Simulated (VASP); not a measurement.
A run of VASP 6.6.1 is set up as follows.

Contents of INCAR:

```
  ALGO = Normal
  EDIFF = 1E-6
  EDIFFG = -0.01
  ENCUT = 600
  GGA = PS
  IBRION = 2
  ISIF = 3
  ISMEAR = -1
  LASPH = T
  LCHARG = F
  LREAL = F
  LWAVE = F
  NELM = 60
  NSW = 60
  PREC = Accurate
  PSTRESS = 100.0
  SIGMA = 0.05
```

Contents of KPOINTS:

```
k-points
0
Gamma
  9 9 9
```

Contents of POSCAR:

```
Al2Cu
1.0
   -2.0303375000      2.0303375000      2.8510940000
    2.0303375000     -2.0303375000      2.8510940000
    2.0303375000      2.0303375000     -2.8510940000
Cu Al
1 2
Direct
    0.5000000000      0.5000000000      0.0000000000
    0.2500000000      0.7500000000      0.5000000000
    0.7500000000      0.2500000000      0.5000000000
```

Potentials or basis: VASP PAW PBE potentials, release 64 (Cu, Al).

Command:

```sh
$ cat potpaw_PBE.64/Cu/POTCAR potpaw_PBE.64/Al/POTCAR > POTCAR
$ mpirun -np 1 vasp_std > vasp.out
```

Question: Predict the space group after relaxing (to 0.05 Å).

Answer: Fm-3m (No. 225).

Question: What does it give for the relaxed cell?

Answer: a = 3.941 Å, b = 3.941 Å, c = 3.941 Å, α = 119.79°, β = 119.79°, γ = 90.36°.

Question: Estimate the relaxed volume.

Answer: 14.48 Å³/atom.

Final structure:
```xyz
3
Lattice="-1.9769 1.9769 2.7781 1.9769 -1.9769 2.7781 1.9769 1.9769 -2.7781" Properties=species:S:1:pos:R:3 pbc="T T T"
Cu    1.9769    1.9769    0.0000
Al    1.9769    0.0000    1.3890
Al    0.0000    1.9769    1.3890
```

Caveat: the cell is relaxed towards a set pressure, so the enthalpy falls and the energy may rise; the PAW data sets were made with another functional, which shifts forces and pressure a little.
